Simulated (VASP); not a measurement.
# Pb (C2/m) in VASP: further runs

The runs below take Pb through single point, with PBE.

Program: VASP 6.6.1. These are calculated values, not measurements. Logs are shortened: lines on timing, memory, paths and dates and some standing lists are left out, and cuts for length are marked.

## Step 1: The cell of the first run

It takes space group C2/m (No. 12, monoclinic). The conventional cell has a = 6.077 Å, b = 3.501 Å, c = 6.452 Å, α = 90.00°, β = 109.14°, γ = 90.00°. Pb (site symmetry m) has 10 Pb at 3.34 to 3.51 Å within 4.4 Å.

## Step 2: Single point, PBE

INCAR reads:

```
SYSTEM = Pb
ALGO = Fast
EDIFF = 1E-6
ENCUT = 520
GGA = PE
ISIF = 2
ISMEAR = 0
LASPH = .TRUE.
LCHARG = .FALSE.
LREAL = .FALSE.
LWAVE = .FALSE.
NBANDS = 21
NELM = 100
PREC = Accurate
SIGMA = 0.05
```

KPOINTS reads:

```
k-points
0
G
  12 12 6
  0 0 0
```

POSCAR reads:

```
Pb
1.0
    3.0386068135     -1.7503199600      0.0000000000
    3.0386068135      1.7503199600      0.0000000000
   -2.1154626375      0.0000000000      6.0952248674
Pb
2
Direct
    0.0914915900      0.0914915900      0.2737078000
    0.9085084100      0.9085084100      0.7262922000
```

Potentials or basis: VASP PAW PBE potentials, release 64 (Pb_d).

On the command line:

```sh
$ cat potpaw_PBE.64/Pb_d/POTCAR > POTCAR
$ mpirun -np 1 vasp_std > vasp.out
```

OUTCAR:

```text
SYSTEM = Pb
   EDIFF = 1E-6
   ENCUT = 520
   GGA = PE
   ISIF = 2
   ISMEAR = 0
   LASPH = .TRUE.
   LREAL = .FALSE.
   NELM = 100
   PREC = Accurate

 ion  position               nearest neighbor table
   1  0.091  0.091  0.274-   2 3.34   2 3.41   2 3.41   2 3.45
   2  0.909  0.909  0.726-   1 3.34   1 3.41   1 3.41   1 3.45

  LATTYP: Found a base centered monoclinic cell.
 ALAT       =     6.0772136270
 B/A-ratio  =     0.5760271293
 C/A-ratio  =     1.0616534713
 COS(beta)  =    -0.3278823751

  Lattice vectors:

 A1 = (   3.0386068135,  -1.7503199600,   0.0000000000)
 A2 = (   3.0386068135,   1.7503199600,   0.0000000000)
 A3 = (  -2.1154626375,   0.0000000000,   6.0952248674)

Analysis of symmetry for initial positions (statically):
=====================================================================
 Subroutine PRICEL returns:
 Original cell was already a primitive cell.

 Routine SETGRP: Setting up the symmetry group for a
 base centered monoclinic supercell.

 Subroutine GETGRP returns: Found  4 space group operations
 (whereof  4 operations were pure point group operations)
 out of a pool of  4 trial point group operations.

The static configuration has the point symmetry C_2h.

Analysis of symmetry for dynamics (positions and initial velocities):
=====================================================================
 Subroutine PRICEL returns:
 Original cell was already a primitive cell.

 Routine SETGRP: Setting up the symmetry group for a
 base centered monoclinic supercell.

 Subroutine GETGRP returns: Found  4 space group operations
 (whereof  4 operations were pure point group operations)
 out of a pool of  4 trial point group operations.

The dynamic configuration has the point symmetry C_2h.

 Subroutine INISYM returns: Found  4 space group operations
 (whereof  4 operations are pure point group operations),
 and found     1 'primitive' translations

----------------------------------------------------------------------------------------

                                     Primitive cell

  volume of cell :      64.8353

  direct lattice vectors                    reciprocal lattice vectors
     3.038606813 -1.750319960  0.000000000     0.164549095 -0.285662057  0.057109864
     3.038606813  1.750319960  0.000000000     0.164549095  0.285662057  0.057109864
    -2.115462637  0.000000000  6.095224867     0.000000000  0.000000000  0.164062856

  length of vectors
     3.506672401  3.506672401  6.451894943     0.334575480  0.334575480  0.164062856

[... 79 lines left out ...]
   NELM   =    100;   NELMIN=  2; NELMDL= -5     # of ELM steps
   EDIFF  = 0.1E-05   stopping-criterion for ELM
   LREAL  =      F    real-space projection
   EDIFFG = 0.1E-04   stopping-criterion for IOM
   NSW    =      0    number of steps for IOM
   IBRION =     -1    ionic relax: 0-MD 1-quasi-New 2-CG
   NFREE  =      0    steps in history (QN), initial steepest desc. (CG)
   ISIF   =      2    stress and relaxation
   ISYM   =      2    0-nonsym 1-usesym 2-fastsym
   POTIM  = 0.5000    time-step for ionic-motion
   TEBEG  =    0.0;   TEEND  =   0.0 temperature during run
   PSTRESS=    0.0 pullay stress
   NELECT =      28.0000    total number of electrons
   NUPDOWN=      -1.0000    fix difference up-down
   EMIN   =  10.00;   EMAX   =-10.00  energy-range for DOS
   EFERMI =   0.00;   METHOD = LEGACY
   ISMEAR =     0;   SIGMA  =   0.05  broadening in eV -4-tet -1-fermi 0-gaus
   EFERMI_NEDOS =   21; number of points for ismear=-14 and -15
   IALGO  =     68    algorithm
   IMIX   =      4    mixing-type and parameters
     AMIX     =   0.40;   BMIX     =  1.00
     AMIX_MAG =   1.60;   BMIX_MAG =  1.00
  volume/ion in A,a.u.               =      32.42       218.77
  Fermi-wavevector in a.u.,A,eV,Ry     =   1.237438  2.338420 20.833975  1.531254
  Thomas-Fermi vector in A             =   2.372006
   LORBIT       =      0    0 simple, 1 ext, 2 COOP (PROOUT), +10 PAW based schemes
   GGA     = PE    functional components
   LHFCALC =     F    Hartree Fock is set to
   AEXX    =    0.0000 exact exchange contribution
   IVDW    =     0    specifies the selected vdW correction
   LEPSILON=     F    determine dielectric tensor
   LRPA    =     F    only Hartree local field effects (RPA)
 non-spin polarized calculation
 RMM-DIIS sequential band-by-band and
 Gauss-broadening in eV      SIGMA  =   0.05
  energy-cutoff  :      520.00
  volume of cell :       64.84
 maximum number of plane-waves:      1774
 NGX is ok and might be reduce to    28
   NGX = 13   NGY = 13   NGZ = 23

 number of electron      27.9999996 magnetization

 Free energy of the ion-electron system (eV)
  ---------------------------------------------------
  ext. energy  EPLUGINS =         0.00000000
  ---------------------------------------------------
  free energy    TOTEN  =        -6.98961965 eV

  energy without entropy =       -6.98811005  energy(sigma->0) =       -6.98886485

 E-fermi :   6.5405     XC(G=0):  -9.8203

 val. band max:        6.5363938045   @ k =   0.5000   0.2500   0.3333
 cond. band min:       6.5499532375   @ k =   0.3333   0.1667   0.0000
 fundamental gap:      0.0135594331
 Fermi energy:         6.5405124024

 k-point     1 :       0.0000    0.0000    0.0000
  band No.  band energies     occupation
      1     -10.6092      2.00000
      2     -10.5005      2.00000
      3     -10.4996      2.00000
      4     -10.4967      2.00000
      5     -10.4966      2.00000
      6     -10.4733      2.00000
[... 565 lines left out ...]
     20      16.0372      0.00000
     21      16.1359      0.00000

 [... further k-points ...]

------------------------ aborting loop because EDIFF is reached ----------------------------------------

  FORCE on cell =-STRESS in cart. coord.  units (eV):
  Direction    XX          YY          ZZ          XY          YZ          ZX
  --------------------------------------------------------------------------------------
  -------------------------------------------------------------------------------------
  Total        0.2836184      0.3336789      0.5488190      0.0000000      0.0000000      0.0023252
  in kB        7.0086325      8.2457011     13.5621339      0.0000000      0.0000000      0.0574586
  external PRESSURE =       9.6054892 kB  Pullay stress =       0.0000000 kB

 VOLUME and BASIS-vectors are now :
 -----------------------------------------------------------------------------
  energy-cutoff  :      520.00
  volume of cell :       64.84
      direct lattice vectors                 reciprocal lattice vectors
     3.038606813 -1.750319960  0.000000000     0.164549095 -0.285662057  0.057109864
     3.038606813  1.750319960  0.000000000     0.164549095  0.285662057  0.057109864
    -2.115462637  0.000000000  6.095224867     0.000000000  0.000000000  0.164062856

 POSITION                                       TOTAL-FORCE (eV/Angst)
 -----------------------------------------------------------------------------------
     -0.02300      0.00000      1.66831        -0.021339      0.000000     -0.007753
      3.98476      0.00000      4.42691         0.021339      0.000000      0.007753
 -----------------------------------------------------------------------------------
    total drift:                                0.000000      0.000000     -0.000000

  FREE ENERGIE OF THE ION-ELECTRON SYSTEM (eV)
  ---------------------------------------------------
  free  energy   TOTEN  =        -6.9896196525 eV

  energy  without entropy=       -6.9881100507  energy(sigma->0) =       -6.98886485
```

Run time: 6.7 min. Hardware: 1 thread of Intel Xeon Platinum 8259CL at 2.50GHz (Skylake/Cascade Lake), shared host; peak memory 0.38 GiB.

Results:

```yaml
Free_energy: -6.9896 eV
Pressure: 1.0 GPa
Largest_force: 0.023 eV/Å
Band_gap_on_the_k_mesh: zero (bands 14 and 15 overlap by 7.63 eV)
```

Forces on the atoms (eV/Å):
```
Pb  -0.021  0.000 -0.008
Pb   0.021  0.000  0.008
```

Stress tensor (GPa, compression positive):
```
0.70 0.00 0.01
0.00 0.82 0.00
0.01 0.00 1.36
```

Levels at points of the mesh, in eV from the Fermi level:
| k point | band 10 | band 11 | band 12 | band 13 | band 14 | band 15 | band 16 | band 17 | band 18 | band 19 |
| --- | --- | --- | --- | --- | --- | --- | --- | --- | --- | --- |
| (0.00, 0.00, 0.00) | -16.85 | -11.50 | -8.42 | -4.01 | 6.19 | 6.39 | 6.44 | 6.49 | 6.61 | 9.20 |
| (0.50, 0.00, 0.00) | -16.74 | -8.27 | -6.67 | -3.54 | -2.49 | 0.31 | 3.02 | 3.41 | 4.03 | 6.24 |
| (0.50, 0.50, 0.00) | -16.77 | -7.64 | -7.63 | -3.23 | -2.83 | 1.92 | 2.36 | 2.79 | 5.31 | 6.31 |
| (0.00, 0.00, 0.50) | -16.79 | -10.89 | -9.91 | -0.26 | 0.59 | 5.57 | 5.62 | 7.53 | 7.68 | 9.11 |
| (0.50, 0.00, 0.50) | -16.77 | -7.67 | -7.56 | -3.16 | -2.83 | 1.74 | 2.32 | 2.74 | 5.26 | 6.27 |
| (0.50, 0.50, 0.50) | -16.74 | -8.34 | -6.60 | -3.56 | -2.38 | 0.10 | 3.05 | 3.32 | 4.07 | 6.30 |

Caveat: spin-orbit coupling is left out, which moves the levels of the heavy elements.

## Step 3: Single point, PBE

INCAR reads:

```
SYSTEM = Pb
  PREC = Accurate
  ENCUT = 520
  EDIFF = 1E-7
  ISMEAR = 0
  SIGMA = 0.05
  LREAL = .False.
  LASPH = .True.
  NELM = 100
  ALGO = Fast
  ISIF = 2
  LWAVE = .False.
  LCHARG = .False.
  GGA = PE
  NBANDS = 21
```

KPOINTS reads:

```
regular mesh
0
Gamma
  12 12 6
  0 0 0
```

POSCAR, as its differences from that of step 2:

```diff
@@ -9,2 +9,2 @@
     0.0914915900      0.0914915900      0.2737078000
-    0.9085084100      0.9085084100      0.7262922000
+    0.9170748896      0.9170748896      0.7509016284
```

Potentials or basis: VASP PAW PBE potentials, release 64 (Pb_d).

On the command line:

```sh
$ cat potpaw_PBE.64/Pb_d/POTCAR > POTCAR
$ mpirun -np 1 vasp_std > vasp.out
```

It took 7.4 min on 1 thread of Intel Xeon Platinum 8259CL at 2.50GHz (Skylake/Cascade Lake), shared host; peak memory 0.38 GiB.

Results (log left out):

```
Free energy            : -6.9618 eV
Pressure               : 0.5 GPa
Largest force          : 0.368 eV/Å
Band gap on the k mesh : zero (bands 14 and 15 overlap by 7.64 eV)
```

Forces on the atoms (eV/Å):
```
Pb  -0.023  0.000  0.367
Pb   0.023  0.000 -0.367
```

Stress tensor (GPa, compression positive):
```
-0.11  0.00 -0.16
 0.00 -0.38  0.00
-0.16  0.00  2.03
```

Levels at points of the mesh, in eV from the Fermi level:
| k point | band 12 | band 13 | band 14 | band 15 | band 16 | band 17 |
| --- | --- | --- | --- | --- | --- | --- |
| (0.00, 0.00, 0.00) | -8.44 | -4.06 | 6.14 | 6.35 | 6.45 | 6.68 |
| (0.50, 0.00, 0.00) | -6.52 | -3.57 | -2.41 | 0.15 | 3.33 | 3.49 |
| (0.50, 0.50, 0.00) | -7.37 | -3.02 | -2.99 | 1.69 | 2.46 | 3.03 |
| (0.00, 0.00, 0.50) | -10.20 | 0.01 | 0.29 | 5.62 | 5.65 | 7.66 |
| (0.50, 0.00, 0.50) | -7.30 | -2.98 | -2.96 | 1.51 | 2.42 | 2.97 |
| (0.50, 0.50, 0.50) | -6.47 | -3.58 | -2.31 | -0.05 | 3.37 | 3.39 |

Caveat: spin-orbit coupling is left out, which moves the levels of the heavy elements.
